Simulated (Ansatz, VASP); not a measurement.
Two plane-wave programs on Ba

INCAR

```
SYSTEM = Ba
ALGO = Fast
EDIFF = 1E-6
ENCUT = 520
GGA = PS
ISIF = 2
ISMEAR = 0
LASPH = .True.
LCHARG = .True.
LELF = .True.
LREAL = .False.
LVHAR = .True.
LWAVE = .False.
NBANDS = 11
NELM = 100
PREC = Accurate
SIGMA = 0.15
```

Contents of KPOINTS:

```
k-points
0
Gamma
  14 14 14
  0 0 0
```

Contents of POSCAR:

```
Ba
1.0
   -2.5625000000      2.5625000000      2.5625000000
    2.5625000000     -2.5625000000      2.5625000000
    2.5625000000      2.5625000000     -2.5625000000
Ba
1
Direct
    0.0000000000      0.0000000000      0.0000000000
```

Input for Ansatz:

```yaml
crystal:
  lattice:
    - [-2.5625, 2.5625, 2.5625]
    - [2.5625, -2.5625, 2.5625]
    - [2.5625, 2.5625, -2.5625]
  atoms:
    - { symbol: Ba, position: [0.0, 0.0, 0.0] }
basis:
  ecutwfc: 420
kpoints:
  mp_grid: { grid: [14, 14, 14] }
hamiltonian:
  xc: pbesol
scf:
  occupations: { method: gaussian, width: 0.15 }
output:
  forces: true
  stress: true
  eigenvalues: true
```

Change from the starting cell: strain +0.025 along x and y, +0.025 along z, atoms carried along.

Alike in both runs: task single point; functional PBEsol; k mesh 14 × 14 × 14; occupations gaussian, width 0.15 eV; no spin polarisation.

|  | VASP | Ansatz |
| --- | --- | --- |
| version | VASP 6.6.1 | Ansatz 0.2.0 |
| potentials or method | VASP PAW PBE potentials, release 64 (Ba_sv), cutoff 520 eV | scalar-relativistic, plane waves, PAW |
| valence electrons in the cell | 10 | 10 |

|  | VASP | Ansatz | Ansatz less VASP |
| --- | --- | --- | --- |
| gap on the k mesh at the Fermi level (eV) | none | none | - |
| pressure (GPa) | -1.1 | -1.1 | -0.04 |

VASP's potentials were made for PBE, not for PBEsol. A gap of «none» marks a metal or a gap that the smearing closes.

Neither program's run includes spin-orbit coupling.
